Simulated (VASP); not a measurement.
# Cr (Fm-3m) in VASP: further runs

The runs below take Cr through single point, with PBE.

Everything below comes from runs of VASP 6.6.1. Logs are shortened: lines on timing, memory, paths and dates and some standing lists are left out, and cuts for length are marked.

## (1) The cell of the first run

Symmetry: Fm-3m, No. 225, cubic system. The conventional cell has a = 3.619 Å, b = 3.619 Å, c = 3.619 Å, α = 90.00°, β = 90.00°, γ = 90.00°. Cr (site symmetry m-3m) has 12 Cr at 2.56 Å within 3.4 Å.

## (2) Single point, PBE, collinear spin, ferromagnetic start

Contents of INCAR:

```
SYSTEM = Cr
ALGO     = Normal         ! electronic algorithm
EDIFF    = 1E-6           ! SCF threshold, eV
ENCUT    = 520            ! plane-wave cutoff, eV
GGA      = PE             ! functional
ISIF     = 2              ! what is computed and relaxed
ISMEAR   = 0              ! smearing method
ISPIN    = 2              ! spin polarisation
LASPH    = .True.         ! aspherical terms in the spheres
LCHARG   = .False.        ! write CHGCAR
LMAXMIX  = 4              ! l up to which the mixer works
LORBIT   = 11             ! projections on sites
LREAL    = .False.        ! projectors in reciprocal space
LWAVE    = .False.        ! write WAVECAR
MAGMOM   = 0.05           ! initial moments
NBANDS   = 16             ! bands
NELM     = 150            ! most SCF steps
PREC     = Accurate       ! precision mode
SIGMA    = 0.05           ! smearing width, eV
```

Contents of KPOINTS:

```
k-points
0
Gamma
  10 10 10
  0 0 0
```

Contents of POSCAR:

```
Cr
1.0
    0.0000000000      1.8096455071      1.8096455071
    1.8096455071      0.0000000000      1.8096455071
    1.8096455071      1.8096455071      0.0000000000
Cr
1
Direct
    0.0000000000      0.0000000000      0.0000000000
```

Potentials or basis: VASP PAW PBE potentials, release 64 (Cr_pv).

Launch:

```bash
> cat potpaw_PBE.64/Cr_pv/POTCAR > POTCAR
> mpirun -np 1 vasp_std > vasp.out
```

OUTCAR:

```text
SYSTEM = Cr
   EDIFF = 1E-6
   ENCUT = 520
   GGA = PE
   ISIF = 2
   ISMEAR = 0
   ISPIN = 2
   LASPH = .True.
   LORBIT = 11
   LREAL = .False.
   NELM = 150
   PREC = Accurate

 ion  position               nearest neighbor table
   1  0.000  0.000  0.000-

  LATTYP: Found a face centered cubic cell.
 ALAT       =     3.6192910142

  Lattice vectors:

 A1 = (   0.0000000000,   1.8096455071,   1.8096455071)
 A2 = (   1.8096455071,   0.0000000000,   1.8096455071)
 A3 = (   1.8096455071,   1.8096455071,   0.0000000000)

Analysis of symmetry for initial positions (statically):
=====================================================================
 Subroutine PRICEL returns:
 Original cell was already a primitive cell.

 Routine SETGRP: Setting up the symmetry group for a
 face centered cubic supercell.

 Subroutine GETGRP returns: Found 48 space group operations
 (whereof 48 operations were pure point group operations)
 out of a pool of 48 trial point group operations.

The static configuration has the point symmetry O_h .

Analysis of symmetry for dynamics (positions and initial velocities):
=====================================================================
 Subroutine PRICEL returns:
 Original cell was already a primitive cell.

 Routine SETGRP: Setting up the symmetry group for a
 face centered cubic supercell.

 Subroutine GETGRP returns: Found 48 space group operations
 (whereof 48 operations were pure point group operations)
 out of a pool of 48 trial point group operations.

The dynamic configuration has the point symmetry O_h .

Analysis of structural, dynamic, and magnetic symmetry:
=====================================================================
 Subroutine PRICEL returns:
 Original cell was already a primitive cell.

 Routine SETGRP: Setting up the symmetry group for a
 face centered cubic supercell.

 Subroutine GETGRP returns: Found 48 space group operations
 (whereof 48 operations were pure point group operations)
 out of a pool of 48 trial point group operations.

The overall configuration has the point symmetry O_h .

 Subroutine INISYM returns: Found 48 space group operations
 (whereof 48 operations are pure point group operations),
 and found     1 'primitive' translations

----------------------------------------------------------------------------------------

                                     Primitive cell

  volume of cell :      11.8525

  direct lattice vectors                    reciprocal lattice vectors
     0.000000000  1.809645507  1.809645507    -0.276297207  0.276297207  0.276297207
     1.809645507  0.000000000  1.809645507     0.276297207 -0.276297207  0.276297207
     1.809645507  1.809645507  0.000000000     0.276297207  0.276297207 -0.276297207

  length of vectors
     2.559225219  2.559225219  2.559225219     0.478560801  0.478560801  0.478560801

  position of ions in fractional coordinates (direct lattice)
     0.000000000  0.000000000  0.000000000

  ion indices of the primitive-cell ions
   primitive index   ion index
                 1           1

----------------------------------------------------------------------------------------

 KPOINTS: k-points

Automatic generation of k-mesh.
 Grid dimensions read from file:
 generate k-points for:   10   10   10

 Generating k-lattice:

  Cartesian coordinates                     Fractional coordinates (reciprocal lattice)
    -0.027629721  0.027629721  0.027629721     0.100000000  0.000000000  0.000000000
     0.027629721 -0.027629721  0.027629721     0.000000000  0.100000000  0.000000000
     0.027629721  0.027629721 -0.027629721     0.000000000  0.000000000  0.100000000

  Length of vectors
     0.047856080  0.047856080  0.047856080

  Shift w.r.t. Gamma in fractional coordinates (k-lattice)
     0.000000000  0.000000000  0.000000000

 Subroutine IBZKPT returns following result:
 ===========================================

 Found     47 irreducible k-points:

 Following reciprocal coordinates:
            Coordinates               Weight
  0.000000  0.000000  0.000000      1.000000
  0.100000  0.000000  0.000000      8.000000
  0.200000  0.000000  0.000000      8.000000
  0.300000  0.000000  0.000000      8.000000
  0.400000  0.000000  0.000000      8.000000
  0.500000  0.000000  0.000000      4.000000
[... 16 lines left out ...]
  0.300000  0.300000  0.000000      6.000000
  0.400000  0.300000  0.000000     24.000000
 [... further k-points ...]
   k-points           NKPTS =     47   k-points in BZ     NKDIM =     47   number of bands    NBANDS=     16
   number of dos      NEDOS =    301   number of ions     NIONS =      1
   total plane-waves  NPLWV =   8000
   dimension x,y,z NGX =    20 NGY =   20 NGZ =   20
   dimension x,y,z NGXF=    40 NGYF=   40 NGZF=   40
   ions per type =               1
   NGX,Y,Z   is equivalent  to a cutoff of  12.99, 12.99, 12.99 a.u.
   NGXF,Y,Z  is equivalent  to a cutoff of  25.98, 25.98, 25.98 a.u.
 SYSTEM =  Cr
   PREC   = accura    normal or accurate (medium, high low for compatibility)
   ISTART =      0    job   : 0-new  1-cont  2-samecut
   ICHARG =      2    charge: 1-file 2-atom 10-const
   ISPIN  =      2    spin polarized calculation?
   LNONCOLLINEAR =      F non collinear calculations
   LSORBIT =      F    spin-orbit coupling
   LASPH  =      T    aspherical Exc in radial PAW
   ENCUT  =  520.0 eV  38.22 Ry    6.18 a.u.   4.76  4.76  4.76*2*pi/ulx,y,z
   NELM   =    150;   NELMIN=  2; NELMDL= -5     # of ELM steps
   EDIFF  = 0.1E-05   stopping-criterion for ELM
   LREAL  =      F    real-space projection
   EDIFFG = 0.1E-04   stopping-criterion for IOM
   NSW    =      0    number of steps for IOM
   IBRION =     -1    ionic relax: 0-MD 1-quasi-New 2-CG
   NFREE  =      0    steps in history (QN), initial steepest desc. (CG)
   ISIF   =      2    stress and relaxation
   ISYM   =      2    0-nonsym 1-usesym 2-fastsym
   POTIM  = 0.5000    time-step for ionic-motion
   TEBEG  =    0.0;   TEEND  =   0.0 temperature during run
   PSTRESS=    0.0 pullay stress
   NELECT =      12.0000    total number of electrons
   NUPDOWN=      -1.0000    fix difference up-down
   EMIN   =  10.00;   EMAX   =-10.00  energy-range for DOS
   EFERMI =   0.00;   METHOD = LEGACY
   ISMEAR =     0;   SIGMA  =   0.05  broadening in eV -4-tet -1-fermi 0-gaus
   EFERMI_NEDOS =   21; number of points for ismear=-14 and -15
   IALGO  =     38    algorithm
   IMIX   =      4    mixing-type and parameters
     AMIX     =   0.40;   BMIX     =  1.00
     AMIX_MAG =   1.60;   BMIX_MAG =  1.00
  volume/ion in A,a.u.               =      11.85        79.98
  Fermi-wavevector in a.u.,A,eV,Ry     =   1.643861  3.106447 36.766734  2.702279
  Thomas-Fermi vector in A             =   2.733924
   LORBIT       =     11    0 simple, 1 ext, 2 COOP (PROOUT), +10 PAW based schemes
   GGA     = PE    functional components
   LHFCALC =     F    Hartree Fock is set to
   AEXX    =    0.0000 exact exchange contribution
   IVDW    =     0    specifies the selected vdW correction
   LEPSILON=     F    determine dielectric tensor
   LRPA    =     F    only Hartree local field effects (RPA)
 spin polarized calculation
 Gauss-broadening in eV      SIGMA  =   0.05
  energy-cutoff  :      520.00
  volume of cell :       11.85
 maximum number of plane-waves:       332
   NGX =  9   NGY =  9   NGZ =  9

 number of electron      12.0000010 magnetization      -0.0010449

 number of electron      12.0000010 magnetization       0.0001135

 Free energy of the ion-electron system (eV)
  ---------------------------------------------------
  ext. energy  EPLUGINS =         0.00000000
  ---------------------------------------------------
  free energy    TOTEN  =        -9.12078743 eV

  energy without entropy =       -9.11918626  energy(sigma->0) =       -9.11998685

 E-fermi :  10.3554     XC(G=0): -13.5108

 val. band max:       10.3397839584   @ k =   0.2000   0.1000   0.0000
 cond. band min:      10.3964567392   @ k =   0.2000   0.1000   0.0000
 fundamental gap:      0.0566727807
 Fermi energy:        10.3554157668

 spin component 1

 k-point     1 :       0.0000    0.0000    0.0000
  band No.  band energies     occupation
      1     -32.0122      1.00000
      2     -32.0122      1.00000
      3     -32.0122      1.00000
      4       2.8533      1.00000
      5       9.9270      1.00000
      6       9.9270      1.00000
[... 8 lines left out ...]
     15      40.7647      0.00000
     16      41.4232      0.00000

 k-point     2 :       0.1000    0.0000    0.0000
  band No.  band energies     occupation
      1     -32.0960      1.00000
      2     -32.0227      1.00000
      3     -32.0227      1.00000
      4       3.2549      1.00000
      5       9.7431      1.00000
      6      10.0530      1.00000
[... 8 lines left out ...]
     15      40.5199      0.00000
     16      41.3749      0.00000

 k-point     3 :       0.2000    0.0000    0.0000
  band No.  band energies     occupation
      1     -32.3122      1.00000
      2     -32.0501      1.00000
      3     -32.0501      1.00000
      4       4.3459      1.00000
      5       9.3742      1.00000
      6      10.2375      0.99957
[... 8 lines left out ...]
     15      39.9707      0.00000
     16      40.6572      0.00000
[... 362 lines left out ...]
 k-point    23 :       0.3000    0.3000    0.0000
  band No.  band energies     occupation
      1     -32.5449      1.00000
      2     -32.2080      1.00000
      3     -32.2080      1.00000
      4       6.1875      1.00000
      5       7.9450      1.00000
      6      10.7165      0.00000
[... 8 lines left out ...]
     15      37.3742      0.00000
     16      46.9321      0.00000

 k-point    24 :       0.4000    0.3000    0.0000
  band No.  band energies     occupation
      1     -32.6546      1.00000
      2     -32.2682      1.00000
      3     -32.2413      1.00000
      4       6.6065      1.00000
      5       7.6962      1.00000
      6      10.6971      0.00000
[... 8 lines left out ...]
     15      37.7254      0.00000
     16      46.8515      0.00000

 [... further k-points ...]

 spin component 2

 k-point     1 :       0.0000    0.0000    0.0000
  band No.  band energies     occupation
      1     -32.0121      1.00000
      2     -32.0121      1.00000
      3     -32.0121      1.00000
      4       2.8533      1.00000
      5       9.9271      1.00000
      6       9.9271      1.00000
[... 8 lines left out ...]
     15      40.7647      0.00000
     16      41.4233      0.00000

 k-point     2 :       0.1000    0.0000    0.0000
  band No.  band energies     occupation
      1     -32.0959      1.00000
      2     -32.0226      1.00000
      3     -32.0226      1.00000
      4       3.2549      1.00000
      5       9.7432      1.00000
      6      10.0531      1.00000
[... 8 lines left out ...]
     15      40.5200      0.00000
     16      41.3750      0.00000

 k-point     3 :       0.2000    0.0000    0.0000
  band No.  band energies     occupation
      1     -32.3121      1.00000
      2     -32.0500      1.00000
      3     -32.0500      1.00000
      4       4.3460      1.00000
      5       9.3743      1.00000
      6      10.2376      0.99957
[... 8 lines left out ...]
     15      39.9708      0.00000
     16      40.6573      0.00000
[... 362 lines left out ...]
 k-point    23 :       0.3000    0.3000    0.0000
  band No.  band energies     occupation
      1     -32.5448      1.00000
      2     -32.2079      1.00000
      3     -32.2079      1.00000
      4       6.1875      1.00000
      5       7.9451      1.00000
      6      10.7165      0.00000
[... 8 lines left out ...]
     15      37.3742      0.00000
     16      46.9321      0.00000

 k-point    24 :       0.4000    0.3000    0.0000
  band No.  band energies     occupation
      1     -32.6545      1.00000
      2     -32.2681      1.00000
      3     -32.2411      1.00000
      4       6.6065      1.00000
      5       7.6963      1.00000
      6      10.6972      0.00000
[... 8 lines left out ...]
     15      37.7254      0.00000
     16      46.8516      0.00000

 [... further k-points ...]

------------------------ aborting loop because EDIFF is reached ----------------------------------------

  FORCE on cell =-STRESS in cart. coord.  units (eV):
  Direction    XX          YY          ZZ          XY          YZ          ZX
  --------------------------------------------------------------------------------------
  -------------------------------------------------------------------------------------
  Total        0.0114208      0.0114208      0.0114208      0.0000000     -0.0000000      0.0000000
  in kB        1.5438262      1.5438262      1.5438262      0.0000000     -0.0000000      0.0000000
  external PRESSURE =       1.5438262 kB  Pullay stress =       0.0000000 kB

 VOLUME and BASIS-vectors are now :
 -----------------------------------------------------------------------------
  energy-cutoff  :      520.00
  volume of cell :       11.85
      direct lattice vectors                 reciprocal lattice vectors
     0.000000000  1.809645507  1.809645507    -0.276297207  0.276297207  0.276297207
     1.809645507  0.000000000  1.809645507     0.276297207 -0.276297207  0.276297207
     1.809645507  1.809645507  0.000000000     0.276297207  0.276297207 -0.276297207

 POSITION                                       TOTAL-FORCE (eV/Angst)
 -----------------------------------------------------------------------------------
      0.00000      0.00000      0.00000         0.000000      0.000000      0.000000
 -----------------------------------------------------------------------------------
    total drift:                                0.000000      0.000000      0.000000

  FREE ENERGIE OF THE ION-ELECTRON SYSTEM (eV)
  ---------------------------------------------------
  free  energy   TOTEN  =        -9.1207874331 eV

  energy  without entropy=       -9.1191862588  energy(sigma->0) =       -9.11998685

 total charge

# of ion       s       p       d       tot
------------------------------------------
    1        0.441   6.377   4.197  11.016

 magnetization (x)

# of ion       s       p       d       tot
------------------------------------------
    1       -0.000   0.000   0.000   0.000
```

It took 7.8 s on 1 thread of Intel Xeon 6975P-C (Granite Rapids), shared host; peak memory 0.13 GiB.

Results:

```yaml
Free_energy: -9.1208 eV
Pressure: 0.2 GPa
Band_gap_on_the_k_mesh: zero (filled and empty bands overlap)
Net_moment: 0.00 μB per cell
Valence_electrons_inside_the_program's_atomic_spheres: Cr 11.02
```

(Continued in part 2 of 2.)
